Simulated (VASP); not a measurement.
The system is SiC.

```
Si C
1.0
     4.71749    0.00000    0.00000
    -2.35874    4.08546    0.00000
     0.00000    0.00000    2.78210
Si C
3 3
Direct
  0.62265 0.00000 0.66667
  0.00000 0.62265 0.33333
  0.37735 0.37735 0.00000
  0.37735 0.00000 0.16667
  0.00000 0.37735 0.83333
  0.62265 0.62265 0.50000
```

| Item | Value |
| --- | --- |
| Program | VASP 6.6.1 |
| Task | relaxation of cell and atoms |
| Functional | PBE |
| Potentials or basis | VASP PAW PBE potentials, release 64 (Si, C) |
| Cutoff | 600 eV |
| k mesh | 6 × 6 × 6 |
| Occupations | gaussian, width 0.1 eV |
| Spin | no spin polarisation |

At the start: pressure 44.0 GPa; volume 8.94 Å³/atom.

Where does the relaxation end?

Over 10 steps the energy falls by 202.1 meV/atom and the volume is 10.44 Å³/atom (+16.8 %); space group P3_221 (No. 154, to 0.05 Å).

The path:
```
step  energy change (eV)  largest force (eV/Å)  pressure (GPa)  volume (Å³)
   1              0.0000                1.3542           43.98        53.62
   2              0.2217                1.2911          -26.38        74.92
   3             -1.1457                0.9102           -0.75        62.55
   4             -1.1473                0.8927            0.25        62.25
   5             -1.1473                0.8815            0.87        62.07
   6             -1.2100                0.1165           -0.42        62.80
   7             -1.2100                0.1227           -0.43        62.81
   8             -1.2119                0.0471            0.16        62.60
   9             -1.2119                0.0435            0.19        62.59
  10             -1.2124                0.0081           -0.04        62.64
```

Final structure:
```yaml
crystal:
  lattice:
    - [4.91236, 0.00000, 0.00000]
    - [-2.45618, 4.25423, 0.00000]
    - [0.00000, 0.00000, 2.99734]
  atoms:
    - { symbol: Si, position: [0.61482, 0.00000, 0.66667] }
    - { symbol: Si, position: [0.00000, 0.61482, 0.33333] }
    - { symbol: Si, position: [0.38518, 0.38518, 0.00000] }
    - { symbol: C, position: [0.37234, 0.00000, 0.16667] }
    - { symbol: C, position: [0.00000, 0.37234, 0.83333] }
    - { symbol: C, position: [0.62766, 0.62766, 0.50000] }
```

Caveat: the volume moved by over 15 % at a fixed basis, so the end points are rough.
